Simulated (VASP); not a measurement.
Set up this calculation in VASP 6.6.1, as the native input.

```yaml
Task: relaxation of the atoms
Functional: r2SCAN
Potentials_or_basis: VASP PAW PBE potentials, release 64 (Al, C)
Cutoff: 580 eV
k_mesh: 9 × 9 × 1
Occupations: gaussian, width 0.1 eV
Spin: no spin polarisation
Dipole_correction: yes
Atoms_held_fixed_from_0: "[0, 1, 2]"
Further_INCAR_settings: ALGO = Normal; EDIFF = 1e-07; IBRION = 2; EDIFFG = -0.025; NSW = 36
Atoms_held_along_some_axes_from_0: atom 3 along a and b
```

System: Al3C, a slab with vacuum.

```
Al C
1.0
     2.82277    0.00000    0.00000
     0.00000    2.82277    0.00000
     0.00000    0.00000   19.60070
Al C
3 1
Direct
  0.50000 0.50000 0.20407
  0.00000 0.00000 0.30867
  0.50000 0.50000 0.41329
  0.00000 0.00000 0.38370
```

The input as run:

POSCAR

```
Al3C
1.0
    2.8227735243      0.0000000000      0.0000000000
    0.0000000000      2.8227735243      0.0000000000
    0.0000000000      0.0000000000     19.6006972839
Al C
3 1
Selective dynamics
Direct
    0.5000000000      0.5000000000      0.2040743726  F F F
    0.0000000000      0.0000000000      0.3086652018  F F F
    0.5000000000      0.5000000000      0.4132861789  F F F
    1.0000000000      1.0000000000      0.3836953949  F F T
```

INCAR.step1

```
PREC = Accurate ; ENCUT = 580
ISMEAR = 0 ; SIGMA = 0.1
LREAL = F ; LASPH = T
NELM = 120 ; LDIPOL = T
IDIPOL = 3 ; DIPOL = 0.5 0.5 0.327
GGA = PE ; ALGO = Normal
EDIFF = 1E-5 ; LWAVE = T
LCHARG = F ; GGA_COMPAT = F
IBRION = 2 ; EDIFFG = -0.01
NELMIN = 4 ; NSW = 100
NELMDL = -8
```

INCAR.step2

```
PREC = Accurate ; ENCUT = 580
EDIFF = 1E-7 ; ISMEAR = 0
SIGMA = 0.1 ; LREAL = F
LASPH = T ; NELM = 120
ALGO = Normal ; ISIF = 2
LWAVE = F ; LCHARG = F
LDIPOL = T ; IDIPOL = 3
DIPOL = 0.5 0.5 0.327 ; METAGGA = R2SCAN
LMIXTAU = T ; IBRION = 2
NSW = 36 ; EDIFFG = -0.025
ISTART = 1 ; GGA_COMPAT = F
NELMIN = 4
```

KPOINTS

```
Automatic mesh
0
Gamma
  9 9 1
```

Potentials or basis: VASP PAW PBE potentials, release 64 (Al, C).

Run with:

```console
$ cat potpaw_PBE.64/Al/POTCAR potpaw_PBE.64/C/POTCAR > POTCAR
$ cp INCAR.step1 INCAR
$ mpirun -np 1 vasp_std > vasp.out
$ cp INCAR.step2 INCAR
$ mpirun -np 1 vasp_std > vasp.out
```

Results of the run:

```yaml
Energy_gained_by_relaxing: 957.1 meV/atom
Ionic_steps: 5
Band_gap_on_the_k_mesh: zero (an odd number of electrons rules out a gap without spin polarisation)
```

Run time: 9.3 min on 1 thread of Intel(R) Xeon(R) 6975P-C (Granite Rapids), with other jobs on the host, peak memory 0.33 GiB.
